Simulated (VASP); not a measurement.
# Si2W (I4/mmm) in VASP: further runs, part 2 of 2

VASP 6.6.1. Earlier steps stand in the parts before.

**3. Single point, PBEsol (strain -0.025 along x and y, -0.025 along z)**

INCAR

```
PREC = Accurate
ENCUT = 520
EDIFF = 1E-7
ISMEAR = 0
SIGMA = 0.15
LREAL = False
LASPH = True
NELM = 60
ALGO = Normal
ISIF = 2
LWAVE = False
LCHARG = True
GGA = PS
LELF = True
LVHAR = True
NBANDS = 18
```

KPOINTS

```
regular mesh
0
Gamma
  20 20 20
```

POSCAR

```
Si2W
1.0
   -1.5612185366      1.5612185366      3.8101696078
    1.5612185366     -1.5612185366      3.8101696078
    1.5612185366      1.5612185366     -3.8101696078
Si W
2 1
Direct
    0.3344989450      0.3344989450      0.0000000000
    0.6655010550      0.6655010550      0.0000000000
    0.0000000000      0.0000000000      0.0000000000
```

Potentials or basis: VASP PAW PBE potentials, release 64 (Si, W_sv).

Launch:

```bash
$ cat potpaw_PBE.64/Si/POTCAR potpaw_PBE.64/W_sv/POTCAR > POTCAR
$ mpirun -np 1 vasp_std > vasp.out
```

OUTCAR:

```text
PREC = Accurate
   ENCUT = 520
   EDIFF = 1E-7
   ISMEAR = 0
   LREAL = False
   LASPH = True
   NELM = 60
   ISIF = 2
   GGA = PS

 ion  position               nearest neighbor table
   1  0.334  0.334  0.000-   2 2.52   3 2.54   3 2.54   3 2.54   3 2.54   3 2.55   2 2.56   2 2.56
                             2 2.56   2 2.56
   2  0.666  0.666  0.000-   1 2.52   3 2.54   3 2.54   3 2.54   3 2.54   3 2.55   1 2.56   1 2.56
                             1 2.56   1 2.56
   3  0.000  0.000  0.000-   2 2.54   2 2.54   2 2.54   1 2.54   2 2.54   1 2.54   1 2.54   1 2.54
                             1 2.55   2 2.55

  LATTYP: Found a body centered tetragonal cell.
 ALAT       =     3.1224370732
 C/A-ratio  =     2.4405101006

  Lattice vectors:

 A1 = (  -1.5612185366,   1.5612185366,   3.8101696078)
 A2 = (   1.5612185366,  -1.5612185366,   3.8101696078)
 A3 = (   1.5612185366,   1.5612185366,  -3.8101696078)

Analysis of symmetry for initial positions (statically):
=====================================================================
 Subroutine PRICEL returns:
 Original cell was already a primitive cell.

 Routine SETGRP: Setting up the symmetry group for a
 body centered tetragonal supercell.

 Subroutine GETGRP returns: Found 16 space group operations
 (whereof 16 operations were pure point group operations)
 out of a pool of 16 trial point group operations.

The static configuration has the point symmetry D_4h.

Analysis of symmetry for dynamics (positions and initial velocities):
=====================================================================
 Subroutine PRICEL returns:
 Original cell was already a primitive cell.

 Routine SETGRP: Setting up the symmetry group for a
 body centered tetragonal supercell.

 Subroutine GETGRP returns: Found 16 space group operations
 (whereof 16 operations were pure point group operations)
 out of a pool of 16 trial point group operations.

The dynamic configuration has the point symmetry D_4h.

[... 118 lines left out ...]
   IMIX   =      4    mixing-type and parameters
     AMIX     =   0.40;   BMIX     =  1.00
     AMIX_MAG =   1.60;   BMIX_MAG =  1.00
  volume/ion in A,a.u.               =      12.38        83.56
  Fermi-wavevector in a.u.,A,eV,Ry     =   1.374797  2.597989 25.715910  1.890066
  Thomas-Fermi vector in A             =   2.500191
   LORBIT       =      0    0 simple, 1 ext, 2 COOP (PROOUT), +10 PAW based schemes
   GGA     = PS    functional components
   LHFCALC =     F    Hartree Fock is set to
   AEXX    =    0.0000 exact exchange contribution
   IVDW    =     0    specifies the selected vdW correction
   LEPSILON=     F    determine dielectric tensor
   LRPA    =     F    only Hartree local field effects (RPA)
 non-spin polarized calculation
 Gauss-broadening in eV      SIGMA  =   0.15
  energy-cutoff  :      520.00
  volume of cell :       37.15
 maximum number of plane-waves:      1020
 NGX is ok and might be reduce to    36
   NGX = 17   NGY = 17   NGZ = 17

 number of electron      22.0000001 magnetization

 Free energy of the ion-electron system (eV)
  ---------------------------------------------------
  ext. energy  EPLUGINS =         0.00000000
  ---------------------------------------------------
  free energy    TOTEN  =       -26.45199716 eV

  energy without entropy =      -26.44958288  energy(sigma->0) =      -26.45079002

 E-fermi :  13.1031     XC(G=0): -13.0143

 val. band max:       13.1017816147   @ k =  -0.2500  -0.3500   0.2500
 cond. band min:      13.1105399427   @ k =  -0.4000  -0.4500   0.3500
 fundamental gap:      0.0087583280
 Fermi energy:        13.1030630434

 k-point     1 :       0.0000    0.0000    0.0000
  band No.  band energies     occupation
      1     -60.4974      2.00000
      2     -24.8590      2.00000
      3     -24.7864      2.00000
      4     -24.7864      2.00000
      5      -1.6798      2.00000
      6       5.6824      2.00000
[... 481 lines left out ...]
      5       0.6235      2.00000
      6       4.8170      2.00000
[... 10 lines left out ...]
     17      20.9556      0.00000
     18      22.2502      0.00000

 [... further k-points ...]

------------------------ aborting loop because EDIFF is reached ----------------------------------------

  FORCE on cell =-STRESS in cart. coord.  units (eV):
  Direction    XX          YY          ZZ          XY          YZ          ZX
  --------------------------------------------------------------------------------------
  -------------------------------------------------------------------------------------
  Total        4.7941812      4.7941812      5.4491143      0.0000000      0.0000000     -0.0000000
  in kB      206.7727634    206.7727634    235.0199887      0.0000000      0.0000000     -0.0000000
  external PRESSURE =     216.1885052 kB  Pullay stress =       0.0000000 kB

 VOLUME and BASIS-vectors are now :
 -----------------------------------------------------------------------------
  energy-cutoff  :      520.00
  volume of cell :       37.15
      direct lattice vectors                 reciprocal lattice vectors
    -1.561218537  1.561218537  3.810169608     0.000000000  0.320262659  0.131227754
     1.561218537 -1.561218537  3.810169608     0.320262659  0.000000000  0.131227754
     1.561218537  1.561218537 -3.810169608     0.320262659  0.320262659  0.000000000

 POSITION                                       TOTAL-FORCE (eV/Angst)
 -----------------------------------------------------------------------------------
      0.00000      0.00000      2.54900         0.000000      0.000000     -0.220183
      0.00000      0.00000      5.07134        -0.000000     -0.000000      0.220183
      0.00000      0.00000      0.00000         0.000000      0.000000      0.000000
 -----------------------------------------------------------------------------------
    total drift:                                0.000000     -0.000000      0.000000

  FREE ENERGIE OF THE ION-ELECTRON SYSTEM (eV)
  ---------------------------------------------------
  free  energy   TOTEN  =       -26.4519971588 eV

  energy  without entropy=      -26.4495828751  energy(sigma->0) =      -26.45079002
```

stdout:

```text
POSCAR found type information on POSCAR SiW
 POSCAR found :  2 types and       3 ions
 scaLAPACK will be used
 -----------------------------------------------------------------------------
|                                                                             |
|                                                                             |
|     You enforced a specific xc type in the INCAR file but a different       |
|     I HOPE YOU KNOW WHAT YOU ARE DOING!                                     |
|                                                                             |
 -----------------------------------------------------------------------------

 LDA part: xc-table for (Slater+PW92), standard interpolation
 POSCAR, INCAR and KPOINTS ok, starting setup
 FFT: planning ... GRIDC
 FFT: planning ... GRID_SOFT
 FFT: planning ... GRID
 WAVECAR not read
 entering main loop
```

It took 29 min on 1 thread of Intel Xeon 8259CL, shared host; peak memory 0.5 GiB.

What came out:

| Item | Value |
| --- | --- |
| Free energy | -26.4520 eV |
| Pressure | 21.6 GPa |
| Largest force | 0.220 eV/Å |
| Band gap on the k mesh | zero (bands 11 and 12 overlap by 1.42 eV) |

Forces in eV/Å, atoms in the order of the input:
```
Si   0.000  0.000 -0.220
Si   0.000  0.000  0.220
W    0.000  0.000  0.000
```

Levels at points of the mesh, in eV from the Fermi level:
```csv
k point,band 8,band 9,band 10,band 11,band 12,band 13,band 14,band 15
"(0.00, 0.00, 0.00)",-3.61,-3.07,-3.07,0.70,2.60,3.35,3.38,3.38
"(0.50, 0.00, 0.00)",-5.09,-3.07,-3.04,-0.53,2.98,3.09,4.15,5.14
"(0.50, 0.50, 0.00)",-5.42,-5.34,-3.61,-1.73,3.18,3.38,3.58,4.21
"(0.50, 0.50, 0.50)",-2.83,-0.79,-0.79,-0.54,-0.54,0.92,4.88,5.96
```

Caveat: the cell differs from its parent crystal (strain -0.025 along x and y, -0.025 along z); the cell stands under pressure; the PAW data sets were made with another functional, which shifts forces and pressure a little; spin-orbit coupling is left out, which moves the levels of the heavy elements.

**4. Single point, PBEsol (strain -0.050 along x and y, +0.050 along z)**

INCAR

```
SYSTEM = Si2W
ALGO     = Normal         ! electronic algorithm
EDIFF    = 1E-6           ! SCF threshold, eV
ENCUT    = 520            ! plane-wave cutoff, eV
GGA      = PS             ! functional
ISIF     = 2              ! what is computed and relaxed
ISMEAR   = 0              ! smearing method
LASPH    = .True.         ! aspherical terms in the spheres
LCHARG   = .False.        ! write CHGCAR
LREAL    = .False.        ! projectors in reciprocal space
LWAVE    = .False.        ! write WAVECAR
NBANDS   = 18             ! bands
NELM     = 100            ! most SCF steps
PREC     = Accurate       ! precision mode
SIGMA    = 0.15           ! smearing width, eV
```

KPOINTS

```
k-points
0
Gamma
  20 20 20
  0 0 0
```

POSCAR

```
Si2W
1.0
   -1.5211872920      1.5211872920      4.1032595776
    1.5211872920     -1.5211872920      4.1032595776
    1.5211872920      1.5211872920     -4.1032595776
Si W
2 1
Direct
    0.3344989450      0.3344989450      0.0000000000
    0.6655010550      0.6655010550      0.0000000000
    0.0000000000      0.0000000000      0.0000000000
```

Launch:

```bash
$ cat potpaw_PBE.64/Si/POTCAR potpaw_PBE.64/W_sv/POTCAR > POTCAR
$ mpirun -np 1 vasp_std > vasp.out
```

It took 30 min on 1 thread of Intel Xeon 8259CL, shared host; peak memory 0.5 GiB.

Results (log left out):

- Free energy: -26.2307 eV
- Pressure: 14.7 GPa
- Largest force: 0.139 eV/Å
- Band gap on the k mesh: zero (bands 11 and 12 overlap by 1.75 eV)

Forces on the atoms (eV/Å):
```
Si   0.000  0.000 -0.139
Si   0.000  0.000  0.139
W    0.000  0.000  0.000
```

Stress tensor (GPa, compression positive):
```
 27.58   0.00   0.00
  0.00  27.58   0.00
  0.00   0.00 -11.12
```

Levels at points of the mesh, in eV from the Fermi level:
```tsv
k point	band 9	band 10	band 11	band 12	band 13	band 14
(0.00, 0.00, 0.00)	-2.59	-2.59	1.24	2.67	3.74	3.86
(0.50, 0.00, 0.00)	-3.38	-2.51	-0.26	2.91	3.15	3.50
(0.50, 0.50, 0.00)	-5.19	-4.29	-1.71	2.01	2.70	3.14
(0.50, 0.50, 0.50)	-0.70	-0.70	-0.19	-0.19	1.35	2.83
```

Caveat: the cell differs from its parent crystal (strain -0.050 along x and y, +0.050 along z); the stress differs along the axes, from -11 to 28 GPa; the PAW data sets were made with another functional, which shifts forces and pressure a little; spin-orbit coupling is left out, which moves the levels of the heavy elements.

**5. Single point, PBEsol (strain +0.000 along x and y, -0.050 along z)**

INCAR

```
SYSTEM = Si2W
ALGO = Normal
EDIFF = 1E-6
ENCUT = 520
GGA = PS
ISIF = 2
ISMEAR = 0
LASPH = .TRUE.
LCHARG = .TRUE.
LELF = .TRUE.
LREAL = .FALSE.
LVHAR = .TRUE.
LWAVE = .FALSE.
NBANDS = 18
NELM = 80
PREC = Accurate
SIGMA = 0.15
```

KPOINTS

```
k-points
0
G
  20 20 20
  0 0 0
```

POSCAR

```
Si2W
1.0
   -1.6012497811      1.6012497811      3.7124729512
    1.6012497811     -1.6012497811      3.7124729512
    1.6012497811      1.6012497811     -3.7124729512
Si W
2 1
Direct
    0.3344989450      0.3344989450      0.0000000000
    0.6655010550      0.6655010550      0.0000000000
    0.0000000000      0.0000000000      0.0000000000
```

Potentials or basis: VASP PAW PBE potentials, release 64 (Si, W_sv).

Launch:

```bash
$ cat potpaw_PBE.64/Si/POTCAR potpaw_PBE.64/W_sv/POTCAR > POTCAR
$ mpirun -np 1 vasp_std > vasp.out
```

OUTCAR:

```text
SYSTEM = Si2W
   EDIFF = 1E-6
   ENCUT = 520
   GGA = PS
   ISIF = 2
   ISMEAR = 0
   LASPH = .TRUE.
   LREAL = .FALSE.
   NELM = 80
   PREC = Accurate

 ion  position               nearest neighbor table
   1  0.334  0.334  0.000-   2 2.46   3 2.48   3 2.58   3 2.58   3 2.58   3 2.58   2 2.59   2 2.59
                             2 2.59   2 2.59
   2  0.666  0.666  0.000-   1 2.46   3 2.48   3 2.58   3 2.58   3 2.58   3 2.58   1 2.59   1 2.59
                             1 2.59   1 2.59
   3  0.000  0.000  0.000-   1 2.48   2 2.48   2 2.58   1 2.58   2 2.58   2 2.58   2 2.58   1 2.58
                             1 2.58   1 2.58

[... 703 lines left out ...]
  --------------------------------------------------------------------------------------
  -------------------------------------------------------------------------------------
  Total        1.4876778      1.4876778      8.4715802      0.0000000      0.0000000      0.0000000
  in kB       62.6005279     62.6005279    356.4786725      0.0000000      0.0000000      0.0000000
  external PRESSURE =     160.5599095 kB  Pullay stress =       0.0000000 kB

 VOLUME and BASIS-vectors are now :
 -----------------------------------------------------------------------------
  energy-cutoff  :      520.00
  volume of cell :       38.08
      direct lattice vectors                 reciprocal lattice vectors
    -1.601249781  1.601249781  3.712472951     0.000000000  0.312256093  0.134681116
     1.601249781 -1.601249781  3.712472951     0.312256093  0.000000000  0.134681116
     1.601249781  1.601249781 -3.712472951     0.312256093  0.312256093  0.000000000

 POSITION                                       TOTAL-FORCE (eV/Angst)
 -----------------------------------------------------------------------------------
      0.00000      0.00000      2.48364        -0.000000     -0.000000     -0.090002
      0.00000      0.00000      4.94131         0.000000      0.000000      0.090002
      0.00000      0.00000      0.00000         0.000000      0.000000      0.000000
 -----------------------------------------------------------------------------------
    total drift:                               -0.000000      0.000000      0.000000

  FREE ENERGIE OF THE ION-ELECTRON SYSTEM (eV)
  ---------------------------------------------------
  free  energy   TOTEN  =       -26.4310594584 eV

  energy  without entropy=      -26.4288034859  energy(sigma->0) =      -26.42993147
```

It took 17 min on 1 thread of Intel Xeon 8259CL, shared host; peak memory 0.48 GiB.

What came out:

- Free energy: -26.4311 eV
- Pressure: 16.1 GPa
- Largest force: 0.090 eV/Å
- Band gap on the k mesh: zero (bands 11 and 12 overlap by 1.06 eV)

Forces in eV/Å, atoms in the order of the input:
```
Si   0.000  0.000 -0.090
Si   0.000  0.000  0.090
W    0.000  0.000  0.000
```

Caveat: the cell differs from its parent crystal (strain +0.000 along x and y, -0.050 along z); the stress differs along the axes, from 6 to 36 GPa; the PAW data sets were made with another functional, which shifts forces and pressure a little; spin-orbit coupling is left out, which moves the levels of the heavy elements.

**6. Summary**

| cell | gap on the mesh (eV) | pressure (GPa) | largest force (eV/Å) |
| --- | --- | --- | --- |
| a = 4.547 Å, angles 140.9, 140.9, 56.5°, 3 atoms | none | 21.6 | 0.27 |
| a = 4.404 Å, angles 138.5, 138.5, 60.2°, 3 atoms | none | 21.6 | 0.22 |
| a = 4.633 Å, angles 141.7, 141.7, 55.3°, 3 atoms | none | 14.7 | 0.14 |
| a = 4.349 Å, angles 136.8, 136.8, 62.8°, 3 atoms | none | 16.1 | 0.09 |

Alike in all rows: task single point; level PBEsol; potentials or basis VASP PAW PBE potentials, release 64 (Si, W_sv); no spin polarisation; k mesh 20 × 20 × 20; cutoff (eV) 520; smearing gaussian 0.15 eV.

Caveats: the PAW data sets were made with another functional, which shifts forces and pressure a little; spin-orbit coupling is left out, which moves the levels of the heavy elements; the stress differs along the axes, from 0 to 32 GPa (at least some runs); the cell stands under pressure (at least some runs); the stress differs along the axes, from -11 to 28 GPa (at least some runs); the stress differs along the axes, from 6 to 36 GPa (at least some runs).

Absolute energies hang on the potentials; compare differences alone.

The gap in the log of VASP goes by the Fermi energy; the results here count the filled bands.